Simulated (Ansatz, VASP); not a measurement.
**One calculation of P, two programs**

Contents of INCAR:

```
PREC     = Accurate       # precision mode
ENCUT    = 520            # plane-wave cutoff, eV
EDIFF    = 1E-6           # SCF threshold, eV
ISMEAR   = -1             # smearing method
SIGMA    = 0.1            # smearing width, eV
LREAL    = F              # projectors in reciprocal space
LASPH    = T              # aspherical terms in the spheres
NELM     = 60             # most SCF steps
ALGO     = Normal         # electronic algorithm
ISIF     = 2              # what is computed and relaxed
LWAVE    = F              # write WAVECAR
LCHARG   = F              # write CHGCAR
GGA      = PE             # functional
NBANDS   = 12             # bands
```

File KPOINTS:

```
Automatic mesh
0
Gamma
  12 12 12
```

Contents of POSCAR:

```
P
1.0
    0.0000000000      2.3144757502      2.3144757502
    2.3144757502      0.0000000000      2.3144757502
    2.3144757502      2.3144757502      0.0000000000
P
2
Direct
   -0.1250000000     -0.1250000000     -0.1250000000
    0.1250000000      0.1250000000      0.1250000000
```

Input for Ansatz:

```yaml
crystal:
  lattice:
    - [0.0, 2.3144757502, 2.3144757502]
    - [2.3144757502, 0.0, 2.3144757502]
    - [2.3144757502, 2.3144757502, 0.0]
  atoms:
    - { symbol: P, position: [-0.125, -0.125, -0.125] }
    - { symbol: P, position: [0.125, 0.125, 0.125] }
kpoints:
  mp_grid: { grid: [12, 12, 12] }
scf:
  occupations: { method: fermi_dirac, width: 0.1 }
hamiltonian:
  xc: pbe
  pseudopotentials: { kind: paw }
output:
  forces: true
  stress: true
  eigenvalues: true
  populations: true
```

Change from the starting cell: volume scaled by 0.6, PAW files.

Alike in both runs: task single point; functional PBE; k mesh 12 × 12 × 12; occupations fermi-dirac, width 0.1 eV; no spin polarisation.

|  | VASP | Ansatz |
| --- | --- | --- |
| version | VASP 6.6.1 | Ansatz 0.2.0 |
| potentials or method | VASP PAW PBE potentials, release 64 (P) | PAW with Ansatz's default frozen-core files, scalar-relativistic |
| plane-wave cutoff (eV) | 520 | 420 |
| valence electrons in the cell | 10 | 10 |

Ansatz gave:

- pressure (GPa): 69.7

Q: Which values does VASP return?

A: Pressure (GPa): 68.5.

Both programs put the cell under a high pressure, so it lies far from rest at this level.

Noted on VASP's run: the cell as given lies far from equilibrium.
